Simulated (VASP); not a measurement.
Ti, 1 atom in the cell. The structure is cubic, space group Fm-3m (No. 225). The conventional cell has a = 4.019 Å, b = 4.019 Å, c = 4.019 Å, α = 90.00°, β = 90.00°, γ = 90.00°. Ti (site symmetry m-3m) has 12 Ti at 2.84 Å within 3.7 Å. This isn't the form of Ti at room conditions, which is hcp.

| Quantity | Value |
| --- | --- |
| Program | VASP 6.6.1 |
| Task | single point |
| Functional | LDA |
| Potentials or basis | VASP PAW LDA potentials, release 64 (Ti_sv) |
| Cutoff | 500 eV |
| k mesh | 15 × 15 × 15 |
| Occupations | fermi-dirac, width 0.05 eV |
| Spin | no spin polarisation |
| Dipole correction | no |
| Further INCAR settings | ALGO = Normal; EDIFF = 1e-06; NBANDS = 12 |

Potentials or basis: VASP PAW LDA potentials, release 64 (Ti_sv).

The run is started by

```console
$ cat potpaw_LDA.64/Ti_sv/POTCAR > POTCAR
$ mpirun -np 1 vasp_std > vasp.out
```

Hardware: 1 thread of Intel Xeon 8259CL, on a shared host.

Question: How long does it take, and how much memory?

Answer: Run time: 21 s on 1 thread of Intel Xeon 8259CL, with other jobs on the host, peak memory 0.14 GiB. Counts: scf iterations 13, k points 120.
